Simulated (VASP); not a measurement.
Write the native input for VASP 6.6.1 that does the following.

```
Task                   : relaxation of cell and atoms
Functional             : PBE
Potentials or basis    : VASP PAW PBE potentials, release 64 (Ga_d, Cr_pv)
Cutoff                 : 600 eV
k mesh                 : 6 × 6 × 6
Occupations            : gaussian, width 0.1 eV
Spin                   : collinear spin, ferromagnetic start
Starting moments       : [0.0, 0.0, 0.0, 3.36] μB
Dipole correction      : no
Further INCAR settings : ALGO = Normal; EDIFF = 1e-06; IBRION = 2; EDIFFG = -0.05; NSW = 100; ISIF = 3
```

The structure of CrGa3 lies in POSCAR:

```
CrGa3
1.0
    0.0000000000      3.0546592623      3.0546592623
    3.0546592623      0.0000000000      3.0546592623
    3.0546592623      3.0546592623      0.0000000000
Ga Cr
3 1
Direct
    0.2500000000      0.2500000000      0.2500000000
    0.7500000000      0.7500000000      0.7500000000
    0.5000000000      0.5000000000      0.5000000000
    0.0000000000      0.0000000000      0.0000000000
```

The input as run:

INCAR

```
PREC = Accurate
ENCUT = 600
EDIFF = 1E-6
ISMEAR = 0
SIGMA = 0.1
LREAL = F
LASPH = T
NELM = 150
ALGO = Normal
ISIF = 3
LWAVE = F
LCHARG = F
ISPIN = 2
MAGMOM = 0 0 0 3.36
LORBIT = 11
LMAXMIX = 4
GGA = PE
IBRION = 2
NSW = 100
EDIFFG = -0.05
```

KPOINTS

```
Automatic mesh
0
Gamma
  6 6 6
```

Potentials or basis: VASP PAW PBE potentials, release 64 (Ga_d, Cr_pv).

Run with:

```console
$ cat potpaw_PBE.64/Ga_d/POTCAR potpaw_PBE.64/Cr_pv/POTCAR > POTCAR
$ mpirun -np 1 vasp_std > vasp.out
```

It gave:

| Quantity | Value |
| --- | --- |
| Relaxed volume | 17.25 Å³/atom |
| Relaxed cell | a = 4.604 Å, b = 4.604 Å, c = 4.604 Å, α = 60.00°, β = 60.00°, γ = 60.00° |
| Space group after relaxing (to 0.1 Å) | Fm-3m (No. 225) |
| Energy gained by relaxing | 135.9 meV/atom |
| Ionic steps | 3 |
| Pressure after relaxing | 0.0 GPa |
| Net moment | 4.12 μB per cell |
| Site moments | Ga +0.01, +0.03 (each value once); Cr +3.60 μB |
| Valence electrons inside the program's atomic spheres | Ga 11.59, 11.55 (each value once); Cr 10.56 |

Caveat: the volume moved by over 15 % at a fixed basis, so the end points are rough.

Wall time 8.5 min on 1 thread of Intel(R) Xeon(R) Platinum 8259CL CPU @ 2.50GHz (Skylake/Cascade Lake) (shared host), peak memory 0.27 GiB.
